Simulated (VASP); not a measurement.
LiZn:

```
Li Zn
1.0
     0.00000    3.11700    3.11700
     3.11700    0.00000    3.11700
     3.11700    3.11700    0.00000
Li Zn
2 2
Direct
  0.50000 0.50000 0.50000
  0.75000 0.75000 0.75000
  0.00000 0.00000 0.00000
  0.25000 0.25000 0.25000
```

* Program: VASP 6.6.1
* Task: relaxation of cell and atoms
* Functional: LDA
* Potentials or basis: VASP PAW LDA potentials, release 64 (Li_sv, Zn)
* Cutoff: 600 eV
* k mesh: 8 × 8 × 8
* Occupations: fermi-dirac, width 0.08 eV
* Spin: no spin polarisation

At the start: pressure -5.8 GPa; volume 15.14 Å³/atom.

Task: How do energy, volume and symmetry change on relaxing?

Result: Over 4 steps the energy falls by 42.5 meV/atom and the volume is 13.10 Å³/atom (-13.5 %); space group Fd-3m (No. 227, to 0.1 Å) before and after.

Step by step:
```tsv
step	energy change (eV)	largest force (eV/Å)	pressure (GPa)	volume (Å³)
1	0.0000	0.0000	-5.79	60.57
2	-0.1334	0.0000	-3.02	55.90
3	-0.1680	0.0000	-0.72	53.18
4	-0.1702	0.0000	0.00	52.40
```

Final structure:
```yaml
crystal:
  lattice:
    - [0.00000, 2.97009, 2.97009]
    - [2.97009, 0.00000, 2.97009]
    - [2.97009, 2.97009, 0.00000]
  atoms:
    - { symbol: Li, position: [0.50000, 0.50000, 0.50000] }
    - { symbol: Li, position: [0.75000, 0.75000, 0.75000] }
    - { symbol: Zn, position: [0.00000, 0.00000, 0.00000] }
    - { symbol: Zn, position: [0.25000, 0.25000, 0.25000] }
```

Caveat: the cutoff is under 1.25 times the usual one of these potentials, so pressure, stress and relaxed cells hold a basis-set (Pulay) error.
